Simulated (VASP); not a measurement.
# HfS2 (P-3m1) in VASP: further runs

The runs below take HfS2 through single point, with PBE.

Everything below comes from runs of VASP 6.6.1. Logs are shortened: lines on timing, memory, paths and dates and some standing lists are left out, and cuts for length are marked.

## Step 1: The cell of the first run

Symmetry: P-3m1, No. 164, trigonal system. Conventional cell: a = 3.703 Å, b = 3.703 Å, c = 5.820 Å, α = 90.00°, β = 90.00°, γ = 120.00°. Within 3.4 Å of Hf (site symmetry -3m) lie 6 S at 2.56 Å. Within 3.8 Å of S (site symmetry 3m) lie 3 Hf at 2.56 Å and 12 S at 3.53 to 3.70 Å.

## Step 2: Single point, PBE (epitaxial xy strain +2.0%)

INCAR

```
SYSTEM = HfS2
PREC = Accurate
ENCUT = 500
EDIFF = 1E-6
ISMEAR = 0
SIGMA = 0.01
LREAL = .False.
LASPH = .True.
NELM = 120
ALGO = Normal
ISIF = 2
LWAVE = .False.
LCHARG = .False.
GGA = PE
NBANDS = 18
GGA_COMPAT = .False.
```

KPOINTS

```
regular mesh
0
Gamma
  6 6 2
  0 0 0
```

POSCAR

```
HfS2
1.0
    3.7029018777      0.0000000000      0.0000000000
   -1.8514509388      3.2068070938      0.0000000000
    0.0000000000      0.0000000000      5.8195745691
Hf S
1 2
Direct
    0.0000000000      0.0000000000      0.0000000000
    0.3333333333      0.6666666667      0.2414297316
    0.6666666667      0.3333333333      0.7585702684
```

Potentials or basis: VASP PAW PBE potentials, release 64 (Hf_pv, S).

Command:

```
$ cat potpaw_PBE.64/Hf_pv/POTCAR potpaw_PBE.64/S/POTCAR > POTCAR
$ mpirun -np 1 vasp_std > vasp.out
```

OUTCAR:

```text
SYSTEM = HfS2
   PREC = Accurate
   ENCUT = 500
   EDIFF = 1E-6
   ISMEAR = 0
   LREAL = .False.
   LASPH = .True.
   NELM = 120
   ISIF = 2
   GGA = PE

 ion  position               nearest neighbor table
   1  0.000  0.000  0.000-   2 2.56   3 2.56   2 2.56   3 2.56   3 2.56   2 2.56
   2  0.333  0.667  0.241-   1 2.56   1 2.56   1 2.56
   3  0.667  0.333  0.759-   1 2.56   1 2.56   1 2.56

  LATTYP: Found a hexagonal cell.
 ALAT       =     3.7029018777
 C/A-ratio  =     1.5716253796

  Lattice vectors:

 A1 = (   3.7029018777,   0.0000000000,   0.0000000000)
 A2 = (  -1.8514509388,   3.2068070938,   0.0000000000)
 A3 = (   0.0000000000,   0.0000000000,   5.8195745691)

Analysis of symmetry for initial positions (statically):
=====================================================================
 Subroutine PRICEL returns:
 Original cell was already a primitive cell.

 Routine SETGRP: Setting up the symmetry group for a
 hexagonal supercell.

 Subroutine GETGRP returns: Found 12 space group operations
 (whereof 12 operations were pure point group operations)
 out of a pool of 24 trial point group operations.

The static configuration has the point symmetry D_3d.

Analysis of symmetry for dynamics (positions and initial velocities):
=====================================================================
 Subroutine PRICEL returns:
 Original cell was already a primitive cell.

 Routine SETGRP: Setting up the symmetry group for a
 hexagonal supercell.

 Subroutine GETGRP returns: Found 12 space group operations
 (whereof 12 operations were pure point group operations)
 out of a pool of 24 trial point group operations.

The dynamic configuration has the point symmetry D_3d.

 Subroutine INISYM returns: Found 12 space group operations
 (whereof 12 operations are pure point group operations),
 and found     1 'primitive' translations

----------------------------------------------------------------------------------------

                                     Primitive cell

  volume of cell :      69.1045

  direct lattice vectors                    reciprocal lattice vectors
     3.702901878  0.000000000  0.000000000     0.270058466  0.155918328  0.000000000
    -1.851450939  3.206807094  0.000000000     0.000000000  0.311836656  0.000000000
     0.000000000  0.000000000  5.819574569     0.000000000  0.000000000  0.171833867

  length of vectors
     3.702901878  3.702901878  5.819574569     0.311836656  0.311836656  0.171833867

  position of ions in fractional coordinates (direct lattice)
     0.000000000  0.000000000  0.000000000
     0.333333333  0.666666667  0.241429732
     0.666666667  0.333333333  0.758570268

  ion indices of the primitive-cell ions
   primitive index   ion index
                 1           1
                 2           2
                 3           3

----------------------------------------------------------------------------------------

 KPOINTS: regular mesh

Automatic generation of k-mesh.
 Grid dimensions read from file:
 generate k-points for:    6    6    2

 Generating k-lattice:

  Cartesian coordinates                     Fractional coordinates (reciprocal lattice)
     0.045009744  0.025986388  0.000000000     0.166666667  0.000000000  0.000000000
     0.000000000  0.051972776  0.000000000     0.000000000  0.166666667  0.000000000
     0.000000000  0.000000000  0.085916933     0.000000000  0.000000000  0.500000000

  Length of vectors
     0.051972776  0.051972776  0.085916933

  Shift w.r.t. Gamma in fractional coordinates (k-lattice)
     0.000000000  0.000000000  0.000000000

 Subroutine IBZKPT returns following result:
 ===========================================

 Found     14 irreducible k-points:

 Following reciprocal coordinates:
            Coordinates               Weight
  0.000000  0.000000  0.000000      1.000000
  0.166667  0.000000  0.000000      6.000000
  0.333333  0.000000  0.000000      6.000000
  0.500000 -0.000000  0.000000      3.000000
  0.166667  0.166667  0.000000      6.000000
  0.333333  0.166667  0.000000     12.000000
  0.333333  0.333333  0.000000      2.000000
  0.000000  0.000000  0.500000      1.000000
  0.166667  0.000000  0.500000      6.000000
  0.333333  0.000000  0.500000      6.000000
  0.500000 -0.000000  0.500000      3.000000
  0.166667  0.166667  0.500000      6.000000
  0.333333  0.166667  0.500000     12.000000
  0.333333  0.333333  0.500000      2.000000
   k-points           NKPTS =     14   k-points in BZ     NKDIM =     14   number of bands    NBANDS=     18
   number of dos      NEDOS =    301   number of ions     NIONS =      3
   total plane-waves  NPLWV =  32928
   dimension x,y,z NGX =    28 NGY =   28 NGZ =   42
   dimension x,y,z NGXF=    56 NGYF=   56 NGZF=   84
   ions per type =               1   2
   NGX,Y,Z   is equivalent  to a cutoff of  12.57, 12.57, 12.00 a.u.
   NGXF,Y,Z  is equivalent  to a cutoff of  25.14, 25.14, 24.00 a.u.
 SYSTEM =  HfS2
   PREC   = accura    normal or accurate (medium, high low for compatibility)
   ISTART =      0    job   : 0-new  1-cont  2-samecut
   ICHARG =      2    charge: 1-file 2-atom 10-const
   ISPIN  =      1    spin polarized calculation?
   LNONCOLLINEAR =      F non collinear calculations
   LSORBIT =      F    spin-orbit coupling
   LASPH  =      T    aspherical Exc in radial PAW
   ENCUT  =  500.0 eV  36.75 Ry    6.06 a.u.   6.75  6.75 10.61*2*pi/ulx,y,z
   NELM   =    120;   NELMIN=  2; NELMDL= -5     # of ELM steps
   EDIFF  = 0.1E-05   stopping-criterion for ELM
   LREAL  =      F    real-space projection
   EDIFFG = 0.1E-04   stopping-criterion for IOM
   NSW    =      0    number of steps for IOM
   IBRION =     -1    ionic relax: 0-MD 1-quasi-New 2-CG
   NFREE  =      0    steps in history (QN), initial steepest desc. (CG)
   ISIF   =      2    stress and relaxation
   ISYM   =      2    0-nonsym 1-usesym 2-fastsym
   POTIM  = 0.5000    time-step for ionic-motion
   TEBEG  =    0.0;   TEEND  =   0.0 temperature during run
   PSTRESS=    0.0 pullay stress
   NELECT =      22.0000    total number of electrons
   NUPDOWN=      -1.0000    fix difference up-down
   EMIN   =  10.00;   EMAX   =-10.00  energy-range for DOS
   EFERMI =   0.00;   METHOD = LEGACY
   ISMEAR =     0;   SIGMA  =   0.01  broadening in eV -4-tet -1-fermi 0-gaus
   EFERMI_NEDOS =   21; number of points for ismear=-14 and -15
   IALGO  =     38    algorithm
   IMIX   =      4    mixing-type and parameters
     AMIX     =   0.40;   BMIX     =  1.00
     AMIX_MAG =   1.60;   BMIX_MAG =  1.00
  volume/ion in A,a.u.               =      23.03       155.45
  Fermi-wavevector in a.u.,A,eV,Ry     =   1.117842  2.112414 17.001432  1.249570
  Thomas-Fermi vector in A             =   2.254468
   LORBIT       =      0    0 simple, 1 ext, 2 COOP (PROOUT), +10 PAW based schemes
   GGA     = PE    functional components
   LHFCALC =     F    Hartree Fock is set to
   AEXX    =    0.0000 exact exchange contribution
   IVDW    =     0    specifies the selected vdW correction
   LEPSILON=     F    determine dielectric tensor
   LRPA    =     F    only Hartree local field effects (RPA)
 non-spin polarized calculation
 Gauss-broadening in eV      SIGMA  =   0.01
  energy-cutoff  :      500.00
  volume of cell :       69.10
 maximum number of plane-waves:      1773
 NGX is ok and might be reduce to    28
   NGX = 13   NGY = 13   NGZ = 21

 number of electron      21.9999999 magnetization

 Free energy of the ion-electron system (eV)
  ---------------------------------------------------
  ext. energy  EPLUGINS =         0.00000000
  ---------------------------------------------------
  free energy    TOTEN  =       -22.86327380 eV

  energy without entropy =      -22.86327380  energy(sigma->0) =      -22.86327380

 E-fermi :   3.2012     XC(G=0):  -9.4941

 val. band max:        3.1403823442   @ k =   0.0000   0.0000   0.0000
 cond. band min:       4.2743648268   @ k =   0.5000  -0.0000   0.5000
 fundamental gap:      1.1339824826
 Fermi energy:         3.2011673645

 k-point     1 :       0.0000    0.0000    0.0000
  band No.  band energies     occupation
      1     -27.8500      2.00000
      2     -27.7342      2.00000
      3     -27.7342      2.00000
      4      -9.9530      2.00000
      5      -8.2320      2.00000
      6      -1.5174      2.00000
[... 10 lines left out ...]
     17       8.4675      0.00000
     18       8.6743      0.00000

 k-point     2 :       0.1667    0.0000    0.0000
  band No.  band energies     occupation
      1     -27.8426      2.00000
      2     -27.7738      2.00000
      3     -27.7432      2.00000
      4      -9.6617      2.00000
      5      -8.2959      2.00000
      6      -1.1626      2.00000
[... 10 lines left out ...]
     17       9.5762      0.00000
     18      10.3531      0.00000

 k-point     3 :       0.3333    0.0000    0.0000
  band No.  band energies     occupation
      1     -27.8523      2.00000
      2     -27.8271      2.00000
      3     -27.7609      2.00000
      4      -9.0141      2.00000
      5      -8.4062      2.00000
      6      -0.9841      2.00000
[... 10 lines left out ...]
     17      10.2735      0.00000
     18      10.8965      0.00000

 k-point     4 :       0.5000   -0.0000    0.0000
  band No.  band energies     occupation
      1     -27.8904      2.00000
      2     -27.8199      2.00000
      3     -27.7698      2.00000
      4      -8.7119      2.00000
      5      -8.3754      2.00000
      6      -1.6979      2.00000
[... 165 lines left out ...]
      4      -8.9877      2.00000
      5      -8.6137      2.00000
      6      -0.7255      2.00000
[... 10 lines left out ...]
     17      10.8820      0.00000
     18      11.4436      0.00000

 k-point    13 :       0.3333    0.1667    0.5000
  band No.  band energies     occupation
      1     -27.8701      2.00000
      2     -27.8203      2.00000
      3     -27.7902      2.00000
      4      -8.6735      2.00000
      5      -8.4087      2.00000
      6      -1.3577      2.00000
[... 10 lines left out ...]
     17      10.3020      0.00000
     18      10.3580      0.00000

 k-point    14 :       0.3333    0.3333    0.5000
  band No.  band energies     occupation
      1     -27.8421      2.00000
      2     -27.8421      2.00000
      3     -27.8167      2.00000
      4      -8.4558      2.00000
      5      -8.4558      2.00000
      6      -0.6673      2.00000
[... 10 lines left out ...]
     17      11.2399      0.00000
     18      11.5722      0.00000

------------------------ aborting loop because EDIFF is reached ----------------------------------------

  FORCE on cell =-STRESS in cart. coord.  units (eV):
  Direction    XX          YY          ZZ          XY          YZ          ZX
  --------------------------------------------------------------------------------------
  -------------------------------------------------------------------------------------
  Total       -0.7713919     -0.7713919      0.8735909     -0.0000000      0.0000000     -0.0000000
  in kB      -17.8846058    -17.8846058     20.2540752     -0.0000000      0.0000000     -0.0000000
  external PRESSURE =      -5.1717121 kB  Pullay stress =       0.0000000 kB

 VOLUME and BASIS-vectors are now :
 -----------------------------------------------------------------------------
  energy-cutoff  :      500.00
  volume of cell :       69.10
      direct lattice vectors                 reciprocal lattice vectors
     3.702901878  0.000000000  0.000000000     0.270058466  0.155918328  0.000000000
    -1.851450939  3.206807094  0.000000000     0.000000000  0.311836656  0.000000000
     0.000000000  0.000000000  5.819574569     0.000000000  0.000000000  0.171833867

 POSITION                                       TOTAL-FORCE (eV/Angst)
 -----------------------------------------------------------------------------------
      0.00000      0.00000      0.00000        -0.000000      0.000000      0.000000
     -0.00000      2.13787      1.40502         0.000000      0.000000      0.024830
      1.85145      1.06894      4.41456        -0.000000      0.000000     -0.024830
 -----------------------------------------------------------------------------------
    total drift:                                0.000000     -0.000000      0.000000

  FREE ENERGIE OF THE ION-ELECTRON SYSTEM (eV)
  ---------------------------------------------------
  free  energy   TOTEN  =       -22.8632738021 eV

  energy  without entropy=      -22.8632738021  energy(sigma->0) =      -22.86327380
```

It took 30 s on 1 thread of Intel Xeon 8259CL, shared host; peak memory 0.17 GiB.

What came out:

```yaml
Free_energy: -22.8633 eV
Pressure: -0.5 GPa
Largest_force: 0.025 eV/Å
Band_gap_on_the_k_mesh: 1.13 eV (least direct gap 1.80 eV)
```

Forces on the atoms (eV/Å):
```
Hf   0.000  0.000  0.000
S    0.000  0.000  0.025
S    0.000  0.000 -0.025
```

Levels at points of the mesh, in eV from the valence-band top:
| k point | band 8 | band 9 | band 10 | band 11 | band 12 | band 13 | band 14 | band 15 |
| --- | --- | --- | --- | --- | --- | --- | --- | --- |
| (0.00, 0.00, 0.00) | -3.00 | -0.29 | -0.29 | 0.00 | 1.80 | 1.80 | 2.58 | 5.31 |
| (0.50, 0.00, 0.00) | -2.58 | -2.47 | -1.96 | -1.54 | 1.21 | 3.58 | 3.67 | 6.20 |
| (0.00, 0.00, 0.50) | -2.96 | -1.77 | -0.42 | -0.42 | 1.75 | 1.75 | 2.71 | 5.76 |
| (0.50, 0.00, 0.50) | -2.74 | -2.28 | -1.29 | -0.91 | 1.13 | 3.63 | 3.65 | 5.70 |

Caveat: the k points lie up to 0.54 Å⁻¹ apart; the cell differs from its parent crystal (epitaxial xy strain +2.0%); spin-orbit coupling is left out, which moves the levels of the heavy elements; this functional lacks dispersion, which binds the layers, so the pressure and a relaxed spacing across them are unreliable.

## Step 3: Single point, PBE (epitaxial xy strain +3.0%)

INCAR

```
ALGO = Normal
EDIFF = 1E-6
ENCUT = 500
GGA = PE
GGA_COMPAT = False
ISIF = 2
ISMEAR = 0
LASPH = True
LCHARG = False
LREAL = False
LWAVE = False
NBANDS = 18
NELM = 120
PREC = Accurate
SIGMA = 0.01
```

KPOINTS

```
k-points
0
Gamma
  6 6 2
```

POSCAR

```
HfS2
1.0
    3.7392048372      0.0000000000      0.0000000000
   -1.8696024186      3.2382463790      0.0000000000
    0.0000000000      0.0000000000      5.7901827784
Hf S
1 2
Direct
    0.0000000000      0.0000000000      0.0000000000
    0.3333333333      0.6666666667      0.2397385716
    0.6666666667      0.3333333333      0.7602614284
```

Potentials or basis: VASP PAW PBE potentials, release 64 (Hf_pv, S).

Command:

```
$ cat potpaw_PBE.64/Hf_pv/POTCAR potpaw_PBE.64/S/POTCAR > POTCAR
$ mpirun -np 1 vasp_std > vasp.out
```

Wall time 30 s (1 thread of Intel Xeon 8259CL, shared host); peak memory 0.18 GiB.

It converged, with:

* Free energy: -22.8375 eV
* Pressure: -1.5 GPa
* Largest force: 0.017 eV/Å
* Band gap on the k mesh: 1.17 eV (least direct gap 1.73 eV)

Forces in eV/Å, atoms in the order of the input:
```
Hf   0.000  0.000  0.000
S    0.000  0.000  0.017
S    0.000  0.000 -0.017
```

Stress tensor (GPa, compression positive):
```
-3.21  0.00  0.00
 0.00 -3.21  0.00
 0.00  0.00  1.94
```

Levels at points of the mesh, in eV from the valence-band top:
| k point | band 9 | band 10 | band 11 | band 12 | band 13 | band 14 |
| --- | --- | --- | --- | --- | --- | --- |
| (0.00, 0.00, 0.00) | -0.37 | -0.37 | 0.00 | 1.73 | 1.73 | 2.56 |
| (0.50, 0.00, 0.00) | -2.43 | -1.95 | -1.63 | 1.22 | 3.37 | 3.51 |
| (0.00, 0.00, 0.50) | -1.73 | -0.50 | -0.50 | 1.68 | 1.68 | 2.64 |
| (0.50, 0.00, 0.50) | -2.23 | -1.38 | -0.91 | 1.17 | 3.43 | 3.49 |

Caveat: the k points lie up to 0.54 Å⁻¹ apart; the cell differs from its parent crystal (epitaxial xy strain +3.0%); spin-orbit coupling is left out, which moves the levels of the heavy elements; this functional lacks dispersion, which binds the layers, so the pressure and a relaxed spacing across them are unreliable. A k mesh can miss the band edges.
